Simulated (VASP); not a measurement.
BaHfO3: single point with r2SCAN

BaHfO3:

```xyz
5
Lattice="4.3442 0.0000 0.0000 0.0000 4.3442 0.0000 0.0000 0.0000 4.1020" Properties=species:S:1:pos:R:3 pbc="T T T"
Ba    2.1721    2.1721    2.0510
Hf    0.0000    0.0000    0.0000
O     0.0000    2.1721    0.0000
O     2.1721    0.0000    0.0000
O     0.0000    0.0000    2.0510
```

This cell differs from its parent crystal: biaxial strain in the a-b plane: +4.0 %, then relaxed in part.

```json
{
  "Program": "VASP 6.6.1",
  "Task": "single point",
  "Functional": "r2SCAN",
  "Potentials or basis": "VASP PAW PBE potentials, release 64 (Ba_sv, Hf_pv, O)",
  "Cutoff": "520 eV",
  "k mesh": "6 × 6 × 6",
  "Occupations": "gaussian, width 0.02 eV",
  "Spin": "no spin polarisation"
}
```

```json
{
  "Pressure": "-9.0 GPa",
  "Band gap on the k mesh": "3.75 eV, indirect (least direct gap 4.01 eV)"
}
```

Stress tensor (GPa, compression positive):
```
-13.02   0.00   0.00
  0.00 -13.02   0.00
  0.00   0.00  -0.95
```

Levels at points of the mesh, in eV from the valence-band top:
```
           k point  band 16  band 17  band 18  band 19  band 20  band 21  band 22  band 23
(0.00, 0.00, 0.00)    -0.82    -0.34    -0.34    -0.26     3.75     4.05     4.05     4.87
(0.50, 0.00, 0.00)    -1.50    -1.44    -0.65    -0.60     4.48     6.16     6.25     6.47
(0.50, 0.50, 0.00)    -1.23    -1.23    -1.14    -0.18     6.21     6.21     6.68     6.95
(0.00, 0.00, 0.50)    -1.67    -1.55    -0.67    -0.67     4.35     6.91     6.91     7.23
(0.50, 0.00, 0.50)    -1.26    -0.86    -0.85    -0.09     6.12     6.70     6.72     7.38
(0.50, 0.50, 0.50)    -2.21    -0.08     0.00     0.00     6.23     6.43     6.43     7.44
```

Run time: 93 s on 1 thread of Intel(R) Xeon(R) 6975P-C (Granite Rapids), with other jobs on the host, peak memory 0.24 GiB.

Caveat: the cell differs from its parent crystal (biaxial strain in the a-b plane: +4.0 %, then relaxed in part); the PAW data sets were made with another functional, which shifts forces and pressure a little; spin-orbit coupling is left out, which moves the levels of the heavy elements. A k mesh can miss the band edges.
